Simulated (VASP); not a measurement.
# MgS (Niningerite) (Fm-3m) in VASP: a series of runs

Aim: see how the results for MgS (Niningerite) move with the level of theory and the settings. Levels: PBEsol, LDA. Tasks: dielectric tensor, elastic constants, vibrations by perturbation theory.

All numbers are computed with VASP 6.6.1; they aren't measurements. Logs are shortened: lines on timing, memory, paths and dates and some standing lists are left out, and cuts for length are marked.

## Step 1: The cell of the first run

Symmetry: Fm-3m, No. 225, cubic system. Conventional cell: a = 5.203 Å, b = 5.203 Å, c = 5.203 Å, α = 90.00°, β = 90.00°, γ = 90.00°. Within 3.4 Å of S (site symmetry m-3m) lie 6 Mg at 2.60 Å. Mg (site symmetry m-3m) has 6 S at 2.60 Å within 3.4 Å.

## Step 2: Dielectric tensor, PBEsol

The input, INCAR:

```
SYSTEM = MgS
PREC = Accurate
ENCUT = 520
EDIFF = 1E-8
ISMEAR = 0
SIGMA = 0.01
LREAL = .FALSE.
LASPH = .TRUE.
NELM = 60
ALGO = Normal
ISIF = 2
LWAVE = .FALSE.
LCHARG = .FALSE.
GGA = PS
LEPSILON = .TRUE.
```

The input, KPOINTS:

```
Automatic mesh
0
G
  8 8 8
  0 0 0
```

The input, POSCAR:

```
MgS
1.0
    0.0000000000      2.6016500000      2.6016500000
    2.6016500000      0.0000000000      2.6016500000
    2.6016500000      2.6016500000      0.0000000000
S Mg
1 1
Direct
    0.5000000000      0.5000000000      0.5000000000
    0.0000000000      0.0000000000      0.0000000000
```

Potentials or basis: VASP PAW PBE potentials, release 64 (S, Mg).

On the command line:

```sh
cat potpaw_PBE.64/S/POTCAR potpaw_PBE.64/Mg/POTCAR > POTCAR
mpirun -np 1 vasp_std > vasp.out
```

OUTCAR:

```text
SYSTEM = MgS
   PREC = Accurate
   ENCUT = 520
   EDIFF = 1E-8
   ISMEAR = 0
   LREAL = .FALSE.
   LASPH = .TRUE.
   NELM = 60
   ISIF = 2
   GGA = PS
   LEPSILON = .TRUE.

 ion  position               nearest neighbor table
   1  0.500  0.500  0.500-   2 2.60   2 2.60   2 2.60   2 2.60   2 2.60   2 2.60
   2  0.000  0.000  0.000-   1 2.60   1 2.60   1 2.60   1 2.60   1 2.60   1 2.60

  LATTYP: Found a face centered cubic cell.
 ALAT       =     5.2033000000

  Lattice vectors:

 A1 = (   0.0000000000,   2.6016500000,   2.6016500000)
 A2 = (   2.6016500000,   0.0000000000,   2.6016500000)
 A3 = (   2.6016500000,   2.6016500000,   0.0000000000)

Analysis of symmetry for initial positions (statically):
[... 33 lines left out ...]
                                     Primitive cell

  volume of cell :      35.2190

  direct lattice vectors                    reciprocal lattice vectors
     0.000000000  2.601650000  2.601650000    -0.192185728  0.192185728  0.192185728
     2.601650000  0.000000000  2.601650000     0.192185728 -0.192185728  0.192185728
     2.601650000  2.601650000  0.000000000     0.192185728  0.192185728 -0.192185728

  length of vectors
     3.679288715  3.679288715  3.679288715     0.332875446  0.332875446  0.332875446

  position of ions in fractional coordinates (direct lattice)
[... 8 lines left out ...]
----------------------------------------------------------------------------------------

 KPOINTS: Automatic mesh

Automatic generation of k-mesh.
 Grid dimensions read from file:
 generate k-points for:    8    8    8

 Generating k-lattice:

  Cartesian coordinates                     Fractional coordinates (reciprocal lattice)
    -0.024023216  0.024023216  0.024023216     0.125000000  0.000000000  0.000000000
     0.024023216 -0.024023216  0.024023216     0.000000000  0.125000000  0.000000000
     0.024023216  0.024023216 -0.024023216     0.000000000  0.000000000  0.125000000

  Length of vectors
     0.041609431  0.041609431  0.041609431

  Shift w.r.t. Gamma in fractional coordinates (k-lattice)
     0.000000000  0.000000000  0.000000000
[... 376 lines left out ...]
  energy-cutoff  :      520.00
  volume of cell :       35.22
      direct lattice vectors                 reciprocal lattice vectors
     0.000000000  2.601650000  2.601650000    -0.192185728  0.192185728  0.192185728
     2.601650000  0.000000000  2.601650000     0.192185728 -0.192185728  0.192185728
     2.601650000  2.601650000  0.000000000     0.192185728  0.192185728 -0.192185728

 POSITION                                       TOTAL-FORCE (eV/Angst)
 -----------------------------------------------------------------------------------
      2.60165      2.60165      2.60165        -0.000000     -0.000000      0.000000
      0.00000      0.00000      0.00000         0.000000      0.000000     -0.000000
 -----------------------------------------------------------------------------------
    total drift:                                0.000000      0.000000      0.000000

  FREE ENERGIE OF THE ION-ELECTRON SYSTEM (eV)
  ---------------------------------------------------
  free  energy   TOTEN  =        -9.0733495991 eV

  energy  without entropy=       -9.0733495991  energy(sigma->0) =       -9.07334960

 HEAD OF MICROSCOPIC STATIC DIELECTRIC TENSOR (INDEPENDENT PARTICLE, excluding Hartree and local field effects)
 ------------------------------------------------------
           6.108769    -0.000000    -0.000000
          -0.000000     6.108769    -0.000000
           0.000000     0.000000     6.108769
 ------------------------------------------------------

 Free energy of the ion-electron system (eV)
  ---------------------------------------------------
  ---------------------------------------------------
  free energy    TOTEN  =        -0.48073723 eV

  energy without entropy =       -0.48073723

------------------------ aborting loop because EDIFF is reached ----------------------------------------

--------------------------------------- Ionic step        2  -------------------------------------------

------------------------ aborting loop because EDIFF is reached ----------------------------------------

--------------------------------------- Ionic step        3  -------------------------------------------

 Free energy of the ion-electron system (eV)
  ---------------------------------------------------
  ---------------------------------------------------
  free energy    TOTEN  =        -0.48073723 eV

  energy without entropy =       -0.48073723

------------------------ aborting loop because EDIFF is reached ----------------------------------------

 PIEZOELECTRIC TENSOR FIELD DIRECTION 3  (e Angst)
 -----------------------------------------------------------------------------
     0.00010  0.00000 -0.00000           (  0.00001  0.00000 -0.00000)
     0.00000  0.00010 -0.00000           (  0.00000  0.00001  0.00000)
    -0.00000  0.00000 -0.00164           ( -0.00000  0.00000  0.00000)

 PIEZOELECTRIC TENSOR FIELD DIRECTION 3  (C/m^2)
 -----------------------------------------------------------------------------
     0.00004  0.00000 -0.00000
     0.00000  0.00004 -0.00000
    -0.00000  0.00000 -0.00074

 MACROSCOPIC STATIC DIELECTRIC TENSOR (including local field effects in DFT)
 ------------------------------------------------------
           5.521242    -0.000000     0.000000
           0.000000     5.521242    -0.000000
          -0.000000     0.000000     5.521242
 ------------------------------------------------------

 PIEZOELECTRIC TENSOR (including local field effects)  for field in x, y, z        (e  Angst)
          XX          YY          ZZ          XY          YZ          ZX
  --------------------------------------------------------------------------------
  x     0.00000     0.00000     0.00000     0.00000     0.00000     0.00000
  y     0.00000     0.00000     0.00000     0.00000     0.00000     0.00000
  z     0.00000     0.00000     0.00000     0.00000     0.00000     0.00000

 PIEZOELECTRIC TENSOR (including local field effects)  for field in x, y, z        (C/m^2)
          XX          YY          ZZ          XY          YZ          ZX
  --------------------------------------------------------------------------------
  x     0.00000     0.00000     0.00000     0.00000     0.00000     0.00000
  y     0.00000     0.00000     0.00000     0.00000     0.00000     0.00000
  z     0.00000     0.00000     0.00000     0.00000     0.00000     0.00000

 BORN EFFECTIVE CHARGES (including local field effects) (in |e|, cummulative output)
 ---------------------------------------------------------------------------------
 ion    1
    1    -2.32082    -0.00000     0.00000
    2    -0.00000    -2.32082     0.00000
    3     0.00000     0.00000    -2.32082
 ion    2
    1     2.32082     0.00000    -0.00000
    2     0.00000     2.32082    -0.00000
    3    -0.00000    -0.00000     2.32082
```

OSZICAR:

```text
N       E                     dE             d eps       ncg     rms          rms(c)
DAV:   1     0.225662155673E+02    0.22566E+02   -0.37640E+03   472   0.822E+02
DAV:   2    -0.834314047536E+01   -0.30909E+02   -0.28675E+02   640   0.106E+02
[... 12 lines left out ...]
RMM:   7    -0.480589058827E+00   -0.12491E-03   -0.57727E-05  1514   0.447E-02    0.103E-02
RMM:   8    -0.480733172708E+00   -0.14411E-03   -0.33927E-06  1539   0.137E-02    0.448E-03
RMM:   9    -0.480714195632E+00    0.18977E-04    0.20282E-06  1654   0.241E-03    0.882E-04
RMM:  10    -0.480736881552E+00   -0.22686E-04   -0.40538E-07  1627   0.554E-04    0.323E-04
RMM:  11    -0.480736350870E+00    0.53068E-06   -0.98268E-08  1556   0.175E-04    0.129E-04
RMM:  12    -0.480737173451E+00   -0.82258E-06   -0.37311E-07   802   0.575E-05    0.242E-05
RMM:  13    -0.480737226855E+00   -0.53404E-07   -0.73195E-09   335   0.452E-05    0.996E-06
```

Run time: 81 s. Hardware: 1 thread of Intel Xeon Platinum 8488C (Sapphire Rapids), shared host; peak memory 0.19 GiB.

What came out:

```yaml
Band_gap_on_the_k_mesh: 2.70 eV, indirect (least direct gap 3.59 eV)
Electronic_dielectric_tensor_diagonal: 5.52
Born_charges_mean_of_the_diagonal: S -2.32; Mg +2.32 e
```

Electronic dielectric tensor:
```
5.52 0.00 0.00
0.00 5.52 0.00
0.00 0.00 5.52
```

Born effective charge tensors (e):
atom 1, S
```
-2.32  0.00  0.00
 0.00 -2.32  0.00
 0.00  0.00 -2.32
```
atom 2, Mg
```
2.32 0.00 0.00
0.00 2.32 0.00
0.00 0.00 2.32
```

Caveat: the PAW data sets were made with another functional, which shifts forces and pressure a little. A k mesh can miss the band edges.

## Step 3: Elastic constants, PBEsol

The input, INCAR:

```
  PREC = Accurate
  ENCUT = 600
  EDIFF = 1E-8
  ISMEAR = 0
  SIGMA = 0.01
  LREAL = F
  LASPH = T
  NELM = 100
  ALGO = Normal
  ISIF = 3
  LWAVE = F
  LCHARG = F
  GGA = PS
  IBRION = 6
  NFREE = 2
  POTIM = 0.015
  NSW = 1
```

The input, KPOINTS:

```
regular mesh
0
Gamma
  8 8 8
```

POSCAR is that of step 2.

Potentials or basis: VASP PAW PBE potentials, release 64 (S, Mg).

On the command line:

```sh
cat potpaw_PBE.64/S/POTCAR potpaw_PBE.64/Mg/POTCAR > POTCAR
mpirun -np 1 vasp_std > vasp.out
```

OUTCAR:

```text
PREC = Accurate
   ENCUT = 600
   EDIFF = 1E-8
   ISMEAR = 0
   LREAL = F
   LASPH = T
   NELM = 100
   ISIF = 3
   GGA = PS
   IBRION = 6
   NFREE = 2
   POTIM = 0.015
   NSW = 1

 ion  position               nearest neighbor table
   1  0.500  0.500  0.500-   2 2.60   2 2.60   2 2.60   2 2.60   2 2.60   2 2.60
   2  0.000  0.000  0.000-   1 2.60   1 2.60   1 2.60   1 2.60   1 2.60   1 2.60

[... 714 lines left out ...]
      2.601650  2.601650  2.601650    -0.656631    0.000000    0.000000
      0.000000  0.000000  0.000000     0.754212   -0.000000    0.000000
[... 21 lines left out ...]
   6 f/i=    0.000019 THz     0.000118 2PiTHz    0.000628 cm-1     0.000078 meV
             X         Y         Z           dx          dy          dz
      2.601650  2.601650  2.601650    -0.012169    0.315448   -0.684967
      0.000000  0.000000  0.000000    -0.010595    0.274635   -0.596345

--------------------------------------------------------------------------------------------------------

 ELASTIC MODULI CONTR FROM IONIC RELAXATION (kBar)
 Direction    XX          YY          ZZ          XY          YZ          ZX
 --------------------------------------------------------------------------------
 XX           0.0000      0.0000      0.0000      0.0000      0.0000      0.0000
 YY           0.0000      0.0000      0.0000      0.0000      0.0000      0.0000
 ZZ           0.0000      0.0000      0.0000      0.0000      0.0000      0.0000
 XY           0.0000      0.0000      0.0000      0.0000      0.0000      0.0000
 YZ           0.0000      0.0000      0.0000      0.0000      0.0000      0.0000
 ZX           0.0000      0.0000      0.0000      0.0000      0.0000      0.0000
 --------------------------------------------------------------------------------

 TOTAL ELASTIC MODULI (kBar)
 Direction    XX          YY          ZZ          XY          YZ          ZX
 --------------------------------------------------------------------------------
 XX        1453.9613    409.0215    409.0215      0.0000      0.0000     -0.0000
 YY         409.0215   1453.9613    409.0215      0.0000      0.0000     -0.0000
 ZZ         409.0215    409.0215   1453.9613      0.0000      0.0000      0.0000
 XY           0.0000      0.0000      0.0000    536.3164      0.0000      0.0000
 YZ           0.0000      0.0000      0.0000      0.0000    536.3164     -0.0000
 ZX          -0.0000     -0.0000      0.0000      0.0000     -0.0000    536.3164
 --------------------------------------------------------------------------------
```

stdout:

```text
POSCAR found type information on POSCAR S Mg
 POSCAR found :  2 types and       2 ions
 scaLAPACK will be used
 -----------------------------------------------------------------------------
|                                                                             |
|                                                                             |
|     You enforced a specific xc type in the INCAR file but a different       |
|     I HOPE YOU KNOW WHAT YOU ARE DOING!                                     |
|                                                                             |
[... 33 lines left out ...]
 Finite differences progress:
 bond charge predicted
 Finite differences progress:
 bond charge predicted
 Finite differences progress:
 bond charge predicted
 Finite differences progress:
 bond charge predicted
 Finite differences progress:
 bond charge predicted
 Finite differences progress:
```

Run time: 3.9 min. Hardware: 1 thread of Intel Xeon Platinum 8488C (Sapphire Rapids), shared host; peak memory 0.26 GiB.

What came out:

```yaml
Elastic_constants_C11_C12_C44: 145, 41, 54 GPa
Voigt_bulk_modulus: 76 GPa
Highest_phonon_frequency_at_Γ_LO-TO_splitting_left_out: 234 cm⁻¹
```

Phonon frequencies in cm⁻¹ (negative: imaginary):
```csv
q point,frequencies
"(0.000, 0.000, 0.000)",0 0 0 234 234 234
```

Elastic tensor in Voigt notation (GPa, in the Cartesian axes of the cell as first typed):
```
145  41  41   0   0   0
 41 145  41   0   0   0
 41  41 145   0   0   0
  0   0   0  54   0   0
  0   0   0   0  54   0
  0   0   0   0   0  54
```

Clamped-ion elastic tensor (GPa):
```
145  41  41   0   0   0
 41 145  41   0   0   0
 41  41 145   0   0   0
  0   0   0  54   0   0
  0   0   0   0  54   0
  0   0   0   0   0  54
```

Caveat: the cell is under stress, which shifts elastic constants; the PAW data sets were made with another functional, which shifts forces and pressure a little.

(Part 1 of 2 ends here.)
